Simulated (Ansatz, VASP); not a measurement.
# PbF2: VASP beside Ansatz

The input INCAR:

```
PREC = Accurate
ENCUT = 520
EDIFF = 1E-6
ISMEAR = -1
SIGMA = 0.05
LREAL = False
LASPH = True
NELM = 100
ALGO = Normal
ISIF = 2
LWAVE = False
LCHARG = False
GGA = PS
NBANDS = 21
```

Contents of KPOINTS:

```
Automatic mesh
0
Gamma
  8 8 8
```

Contents of POSCAR:

```
PbF2
1.0
    0.0000000000      3.0217857373      3.0217857373
    3.0217857373      0.0000000000      3.0217857373
    3.0217857373      3.0217857373      0.0000000000
Pb F
1 2
Direct
    0.0000000000      0.0000000000      0.0000000000
    0.7500000000      0.7500000000      0.7500000000
    0.2500000000      0.2500000000      0.2500000000
```

File input.yaml:

```yaml
crystal:
  lattice:
    - [0.0, 3.0217857373, 3.0217857373]
    - [3.0217857373, 0.0, 3.0217857373]
    - [3.0217857373, 3.0217857373, 0.0]
  atoms:
    - { symbol: Pb, position: [0.0, 0.0, 0.0] }
    - { symbol: F, position: [0.75, 0.75, 0.75] }
    - { symbol: F, position: [0.25, 0.25, 0.25] }
hamiltonian:
  xc: pbesol
  pseudopotentials: { kind: paw }
kpoints:
  mp_grid: { grid: [8, 8, 8] }
scf:
  occupations: { method: fermi_dirac, width: 0.05 }
output:
  forces: true
  stress: true
  eigenvalues: true
```

Alike in both runs: task single point; functional PBEsol; k mesh 8 × 8 × 8; occupations fermi-dirac, width 0.05 eV; no spin polarisation.

```csv
,VASP,Ansatz
version,VASP 6.6.1,Ansatz 0.2.0
potentials or method,"VASP PAW PBE potentials, release 64 (Pb_d, F)",Ansatz PAW
plane-wave cutoff (eV),520,420
valence electrons in the cell,28,28
```

|  | VASP | Ansatz | Ansatz less VASP |
| --- | --- | --- | --- |
| gap on the k mesh at the Fermi level (eV) | 4.30 | 4.30 | +0.008 |
| least direct gap on the mesh (eV) | 4.45 | 4.46 | +0.006 |
| pressure (GPa) | -4.9 | -4.7 | +0.21 |

VASP's potentials were made for PBE, not for PBEsol. The functional is the same, so the differences come from potentials, cutoffs and numerics.

Spin-orbit coupling is off throughout.
